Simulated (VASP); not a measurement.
# Ge7Au (Fm-3m) in VASP: relaxation of cell and atoms with PBE

Aim: the relaxation of cell and atoms of Ge7Au with PBE.

Program: VASP 6.6.1. These are calculated values, not measurements. Logs are shortened: lines on timing, memory, paths and dates and some standing lists are left out, and cuts for length are marked.

## (1) The cell of the first run

The structure is cubic, space group Fm-3m (No. 225). Conventional cell: a = 8.533 Å, b = 8.533 Å, c = 8.533 Å, α = 90.00°, β = 90.00°, γ = 90.00°. Within 4.0 Å of Ge (site symmetry m-3m) lie 12 Ge at 3.02 Å. Within 4.0 Å of Ge (site symmetry mmm) lie 10 Ge at 3.02 Å and 2 Au at 3.02 Å. Within 4.0 Å of Au (site symmetry m-3m) lie 12 Ge at 3.02 Å.

## (2) Relaxation of cell and atoms, PBE

Contents of INCAR:

```
PREC = Accurate ; ENCUT = 600
EDIFF = 1E-6 ; ISMEAR = 0
SIGMA = 0.1 ; LREAL = F
LASPH = T ; NELM = 100
ALGO = Normal ; ISIF = 3
LWAVE = F ; LCHARG = F
GGA = PE ; IBRION = 2
NSW = 100 ; EDIFFG = -0.01
```

Contents of KPOINTS:

```
regular mesh
0
Gamma
  8 8 8
```

Contents of POSCAR:

```
Ge7Au
1.0
    0.0000000000      4.2666697817      4.2666697817
    4.2666697817      0.0000000000      4.2666697817
    4.2666697817      4.2666697817      0.0000000000
Ge Au
7 1
Direct
    0.5000000000      0.5000000000      0.5000000000
    0.5000000000      0.0000000000      0.0000000000
    0.5000000000      0.0000000000      0.5000000000
    0.0000000000      0.5000000000      0.5000000000
    0.0000000000      0.5000000000      0.0000000000
    0.5000000000      0.5000000000      0.0000000000
    0.0000000000      0.0000000000      0.5000000000
    0.0000000000      0.0000000000      0.0000000000
```

Potentials or basis: VASP PAW PBE potentials, release 64 (Ge_d, Au).

On the command line:

```sh
$ cat potpaw_PBE.64/Ge_d/POTCAR potpaw_PBE.64/Au/POTCAR > POTCAR
$ mpirun -np 1 vasp_std > vasp.out
```

OUTCAR:

```text
PREC = Accurate
   ENCUT = 600
   EDIFF = 1E-6
   ISMEAR = 0
   LREAL = F
   LASPH = T
   NELM = 100
   ISIF = 3
   GGA = PE
   IBRION = 2
   NSW = 100
   EDIFFG = -0.01

 ion  position               nearest neighbor table
   1  0.500  0.500  0.500-
   2  0.500  0.000  0.000-   8 3.02   8 3.02
   3  0.500  0.000  0.500-   8 3.02   8 3.02
   4  0.000  0.500  0.500-   8 3.02   8 3.02
   5  0.000  0.500  0.000-   8 3.02   8 3.02
   6  0.500  0.500  0.000-   8 3.02   8 3.02
   7  0.000  0.000  0.500-   8 3.02   8 3.02
   8  0.000  0.000  0.000-   2 3.02   5 3.02   7 3.02   3 3.02   4 3.02   7 3.02   4 3.02   5 3.02
                             6 3.02   2 3.02   3 3.02   6 3.02

  LATTYP: Found a face centered cubic cell.
 ALAT       =     8.5333395634

  Lattice vectors:

 A1 = (   0.0000000000,   4.2666697817,   4.2666697817)
 A2 = (   4.2666697817,   0.0000000000,   4.2666697817)
 A3 = (   4.2666697817,   4.2666697817,   0.0000000000)

Analysis of symmetry for initial positions (statically):
=====================================================================
 Subroutine PRICEL returns:
 Original cell was already a primitive cell.

 Routine SETGRP: Setting up the symmetry group for a
 face centered cubic supercell.

 Subroutine GETGRP returns: Found 48 space group operations
[... 9 lines left out ...]

 Routine SETGRP: Setting up the symmetry group for a
 face centered cubic supercell.

 Subroutine GETGRP returns: Found 48 space group operations
[... 11 lines left out ...]
                                     Primitive cell

  volume of cell :     155.3449

  direct lattice vectors                    reciprocal lattice vectors
     0.000000000  4.266669782  4.266669782    -0.117187414  0.117187414  0.117187414
     4.266669782  0.000000000  4.266669782     0.117187414 -0.117187414  0.117187414
     4.266669782  4.266669782  0.000000000     0.117187414  0.117187414 -0.117187414

  length of vectors
     6.033982271  6.033982271  6.033982271     0.202974556  0.202974556  0.202974556

  position of ions in fractional coordinates (direct lattice)
     0.500000000  0.500000000  0.500000000
     0.500000000  0.000000000  0.000000000
     0.500000000  0.000000000  0.500000000
     0.000000000  0.500000000  0.500000000
     0.000000000  0.500000000  0.000000000
     0.500000000  0.500000000  0.000000000
     0.000000000  0.000000000  0.500000000
     0.000000000  0.000000000  0.000000000

  ion indices of the primitive-cell ions
   primitive index   ion index
                 1           1
                 2           2
                 3           3
                 4           4
                 5           5
                 6           6
                 7           7
                 8           8

----------------------------------------------------------------------------------------

 KPOINTS: regular mesh

Automatic generation of k-mesh.
 Grid dimensions read from file:
 generate k-points for:    8    8    8

 Generating k-lattice:

  Cartesian coordinates                     Fractional coordinates (reciprocal lattice)
    -0.014648427  0.014648427  0.014648427     0.125000000  0.000000000  0.000000000
     0.014648427 -0.014648427  0.014648427     0.000000000  0.125000000  0.000000000
     0.014648427  0.014648427 -0.014648427     0.000000000  0.000000000  0.125000000

  Length of vectors
     0.025371819  0.025371819  0.025371819

  Shift w.r.t. Gamma in fractional coordinates (k-lattice)
     0.000000000  0.000000000  0.000000000

 Subroutine IBZKPT returns following result:
 ===========================================

 Found     29 irreducible k-points:

 Following reciprocal coordinates:
            Coordinates               Weight
  0.000000  0.000000  0.000000      1.000000
  0.125000  0.000000  0.000000      8.000000
  0.250000  0.000000  0.000000      8.000000
  0.375000  0.000000  0.000000      8.000000
  0.500000  0.000000  0.000000      4.000000
  0.125000  0.125000  0.000000      6.000000
[... 16 lines left out ...]
  0.500000  0.250000  0.125000     48.000000
 -0.375000  0.250000  0.125000     24.000000
 [... further k-points ...]
   k-points           NKPTS =     29   k-points in BZ     NKDIM =     29   number of bands    NBANDS=     65
   number of dos      NEDOS =    301   number of ions     NIONS =      8
   total plane-waves  NPLWV = 110592
   dimension x,y,z NGX =    48 NGY =   48 NGZ =   48
   dimension x,y,z NGXF=    96 NGYF=   96 NGZF=   96
   ions per type =               7   1
   NGX,Y,Z   is equivalent  to a cutoff of  13.22, 13.22, 13.22 a.u.
   NGXF,Y,Z  is equivalent  to a cutoff of  26.45, 26.45, 26.45 a.u.
 SYSTEM =  unknown system
   PREC   = accura    normal or accurate (medium, high low for compatibility)
   ISTART =      0    job   : 0-new  1-cont  2-samecut
   ICHARG =      2    charge: 1-file 2-atom 10-const
   ISPIN  =      1    spin polarized calculation?
   LNONCOLLINEAR =      F non collinear calculations
   LSORBIT =      F    spin-orbit coupling
   LASPH  =      T    aspherical Exc in radial PAW
   ENCUT  =  600.0 eV  44.10 Ry    6.64 a.u.  12.05 12.05 12.05*2*pi/ulx,y,z
   NELM   =    100;   NELMIN=  2; NELMDL= -5     # of ELM steps
   EDIFF  = 0.1E-05   stopping-criterion for ELM
   LREAL  =      F    real-space projection
   EDIFFG = -.1E-01   stopping-criterion for IOM
   NSW    =    100    number of steps for IOM
   IBRION =      2    ionic relax: 0-MD 1-quasi-New 2-CG
   NFREE  =      1    steps in history (QN), initial steepest desc. (CG)
   ISIF   =      3    stress and relaxation
   ISYM   =      2    0-nonsym 1-usesym 2-fastsym
   POTIM  = 0.5000    time-step for ionic-motion
   TEBEG  =    0.0;   TEEND  =   0.0 temperature during run
   PSTRESS=    0.0 pullay stress
   NELECT =     109.0000    total number of electrons
   NUPDOWN=      -1.0000    fix difference up-down
   EMIN   =  10.00;   EMAX   =-10.00  energy-range for DOS
   EFERMI =   0.00;   METHOD = LEGACY
   ISMEAR =     0;   SIGMA  =   0.10  broadening in eV -4-tet -1-fermi 0-gaus
   EFERMI_NEDOS =   21; number of points for ismear=-14 and -15
   IALGO  =     38    algorithm
   IMIX   =      4    mixing-type and parameters
     AMIX     =   0.40;   BMIX     =  1.00
     AMIX_MAG =   1.60;   BMIX_MAG =  1.00
  volume/ion in A,a.u.               =      19.42       131.04
  Fermi-wavevector in a.u.,A,eV,Ry     =   1.454737  2.749055 28.793481  2.116261
  Thomas-Fermi vector in A             =   2.571853
   LORBIT       =      0    0 simple, 1 ext, 2 COOP (PROOUT), +10 PAW based schemes
   GGA     = PE    functional components
   LHFCALC =     F    Hartree Fock is set to
   AEXX    =    0.0000 exact exchange contribution
   IVDW    =     0    specifies the selected vdW correction
   LEPSILON=     F    determine dielectric tensor
   LRPA    =     F    only Hartree local field effects (RPA)
 conjugate gradient relaxation of ions
 non-spin polarized calculation
 Gauss-broadening in eV      SIGMA  =   0.10
  energy-cutoff  :      600.00
  volume of cell :      155.34
 maximum number of plane-waves:      5218
   NGX = 25   NGY = 25   NGZ = 25

--------------------------------------- Ionic step        1  -------------------------------------------

 number of electron     109.0000082 magnetization

 Free energy of the ion-electron system (eV)
  ---------------------------------------------------
  ext. energy  EPLUGINS =         0.00000000
  ---------------------------------------------------
  free energy    TOTEN  =       -32.57921829 eV

  energy without entropy =      -32.56015765  energy(sigma->0) =      -32.56968797

------------------------ aborting loop because EDIFF is reached ----------------------------------------

  FORCE on cell =-STRESS in cart. coord.  units (eV):
  Direction    XX          YY          ZZ          XY          YZ          ZX
  --------------------------------------------------------------------------------------
  -------------------------------------------------------------------------------------
  Total       -0.2039536     -0.2039536     -0.2039536     -0.0000000      0.0000000      0.0000000
  in kB       -2.1035118     -2.1035118     -2.1035118     -0.0000000      0.0000000      0.0000000
  external PRESSURE =      -2.1035118 kB  Pullay stress =       0.0000000 kB

 VOLUME and BASIS-vectors are now :
 -----------------------------------------------------------------------------
  energy-cutoff  :      600.00
  volume of cell :      155.34
      direct lattice vectors                 reciprocal lattice vectors
     0.000000000  4.266669782  4.266669782    -0.117187414  0.117187414  0.117187414
     4.266669782  0.000000000  4.266669782     0.117187414 -0.117187414  0.117187414
     4.266669782  4.266669782  0.000000000     0.117187414  0.117187414 -0.117187414

 POSITION                                       TOTAL-FORCE (eV/Angst)
 -----------------------------------------------------------------------------------
      4.26667      4.26667      4.26667        -0.000000     -0.000000      0.000000
      0.00000      2.13333      2.13333        -0.000000     -0.000000      0.000000
      2.13333      4.26667      2.13333         0.000000      0.000000      0.000000
      4.26667      2.13333      2.13333         0.000000     -0.000000      0.000000
      2.13333      0.00000      2.13333        -0.000000     -0.000000     -0.000000
      2.13333      2.13333      4.26667         0.000000     -0.000000     -0.000000
      2.13333      2.13333      0.00000        -0.000000      0.000000     -0.000000
      0.00000      0.00000      0.00000        -0.000000     -0.000000      0.000000
 -----------------------------------------------------------------------------------
    total drift:                                0.000000      0.000000      0.000000

  FREE ENERGIE OF THE ION-ELECTRON SYSTEM (eV)
  ---------------------------------------------------
  free  energy   TOTEN  =       -32.5792182900 eV

  energy  without entropy=      -32.5601576483  energy(sigma->0) =      -32.56968797

--------------------------------------- Ionic step        2  -------------------------------------------

 number of electron     109.0000075 magnetization

 Free energy of the ion-electron system (eV)
  ---------------------------------------------------
  ext. energy  EPLUGINS =         0.00000000
  ---------------------------------------------------
  free energy    TOTEN  =       -32.57950769 eV

  energy without entropy =      -32.56072564  energy(sigma->0) =      -32.57011666

 E-fermi :   6.7522     XC(G=0): -11.2713

 val. band max:        6.6954175833   @ k =   0.3750   0.2500   0.0000
 cond. band min:       6.7558220308   @ k =   0.3750   0.1250   0.0000
 fundamental gap:      0.0604044475
 Fermi energy:         6.7521556165

 k-point     1 :       0.0000    0.0000    0.0000
  band No.  band energies     occupation
      1     -18.0613      2.00000
      2     -18.0613      2.00000
      3     -18.0613      2.00000
      4     -18.0432      2.00000
      5     -18.0284      2.00000
      6     -18.0252      2.00000
[... 57 lines left out ...]
     64      13.4541      0.00000
     65      13.4562      0.00000

 k-point     2 :       0.1250    0.0000    0.0000
  band No.  band energies     occupation
      1     -18.0591      2.00000
      2     -18.0584      2.00000
      3     -18.0584      2.00000
      4     -18.0408      2.00000
      5     -18.0270      2.00000
      6     -18.0247      2.00000
[... 57 lines left out ...]
     64      13.1286      0.00000
     65      13.3679      0.00000

 k-point     3 :       0.2500    0.0000    0.0000
  band No.  band energies     occupation
      1     -18.0536      2.00000
      2     -18.0506      2.00000
      3     -18.0506      2.00000
      4     -18.0339      2.00000
      5     -18.0280      2.00000
      6     -18.0255      2.00000
[... 1417 lines left out ...]
     64      10.6971      0.00000
     65      11.0153      0.00000

 k-point    24 :      -0.3750    0.2500    0.1250
  band No.  band energies     occupation
      1     -18.0392      2.00000
      2     -18.0346      2.00000
      3     -18.0300      2.00000
      4     -18.0296      2.00000
      5     -18.0239      2.00000
      6     -18.0225      2.00000
[... 57 lines left out ...]
     64      10.5751      0.00000
     65      10.8153      0.00000

 [... further k-points ...]
[... 5 lines left out ...]
  --------------------------------------------------------------------------------------
  -------------------------------------------------------------------------------------
  Total        0.0540377      0.0540377      0.0540377     -0.0000000      0.0000000      0.0000000
  in kB        0.5593884      0.5593884      0.5593884     -0.0000000      0.0000000      0.0000000
  external PRESSURE =       0.5593884 kB  Pullay stress =       0.0000000 kB

 VOLUME and BASIS-vectors are now :
 -----------------------------------------------------------------------------
  energy-cutoff  :      600.00
  volume of cell :      154.77
      direct lattice vectors                 reciprocal lattice vectors
    -0.000000000  4.261422170  4.261422170    -0.117331722  0.117331722  0.117331722
     4.261422170  0.000000000  4.261422170     0.117331722 -0.117331722  0.117331722
     4.261422170  4.261422170 -0.000000000     0.117331722  0.117331722 -0.117331722

 POSITION                                       TOTAL-FORCE (eV/Angst)
 -----------------------------------------------------------------------------------
      4.26142      4.26142      4.26142        -0.000000      0.000000     -0.000000
      8.52284      6.39213      6.39213        -0.000000      0.000000      0.000000
      2.13071      4.26142      2.13071         0.000000      0.000000     -0.000000
      4.26142      6.39213      6.39213         0.000000      0.000000      0.000000
      2.13071      4.26142      6.39213         0.000000      0.000000     -0.000000
      2.13071      2.13071      4.26142        -0.000000     -0.000000      0.000000
      6.39213      2.13071      4.26142        -0.000000     -0.000000     -0.000000
      4.26142      4.26142     -0.00000        -0.000000      0.000000     -0.000000
 -----------------------------------------------------------------------------------
    total drift:                               -0.000000      0.000000      0.000000

  FREE ENERGIE OF THE ION-ELECTRON SYSTEM (eV)
  ---------------------------------------------------
  free  energy   TOTEN  =       -32.5795076857 eV

  energy  without entropy=      -32.5607256369  energy(sigma->0) =      -32.57011666

 reached required accuracy - stopping structural energy minimisation
```

Wall time 4.6 min (1 thread of Intel Xeon 6975P-C (Granite Rapids), shared host); peak memory 0.51 GiB.

What came out:

| Property | Result |
| --- | --- |
| Free energy | -32.5795 eV |
| Relaxed volume | 19.35 Å³/atom |
| Relaxed cell | a = 6.027 Å, b = 6.027 Å, c = 6.027 Å, α = 60.00°, β = 60.00°, γ = 60.00° |
| Space group after relaxing (to 0.05 Å) | Fm-3m (No. 225) |
| Energy gained by relaxing | 0.0 meV/atom |
| Ionic steps | 2 |
| Pressure after relaxing | 0.1 GPa |

The path:
```
step  energy change (eV)  largest force (eV/Å)  pressure (GPa)  volume (Å³)
   1              0.0000                0.0000           -0.21       155.34
   2             -0.0003                0.0000            0.06       154.77
```

Final structure:
```xyz
8
Lattice="0.0000 4.2614 4.2614 4.2614 0.0000 4.2614 4.2614 4.2614 0.0000" Properties=species:S:1:pos:R:3 pbc="T T T"
Ge    4.2614    4.2614    4.2614
Ge    8.5228    6.3921    6.3921
Ge    2.1307    4.2614    2.1307
Ge    4.2614    6.3921    6.3921
Ge    2.1307    4.2614    6.3921
Ge    2.1307    2.1307    4.2614
Ge    6.3921    2.1307    4.2614
Au    4.2614    4.2614    0.0000
```

Levels at points of the mesh, in eV from the Fermi level:
```
           k point  band 52  band 53  band 54  band 55  band 56  band 57  band 58  band 59
(0.00, 0.00, 0.00)    -3.62    -3.42    -3.42    -1.66     2.58     2.58     2.58     3.47
(0.50, 0.00, 0.00)    -2.00    -2.00    -1.53     1.15     1.22     1.22     1.30     2.02
(0.50, 0.50, 0.00)    -1.52    -0.66    -0.18     0.04     0.14     0.14     0.91     1.16
```

Caveat: spin-orbit coupling is left out, which moves the levels of the heavy elements.
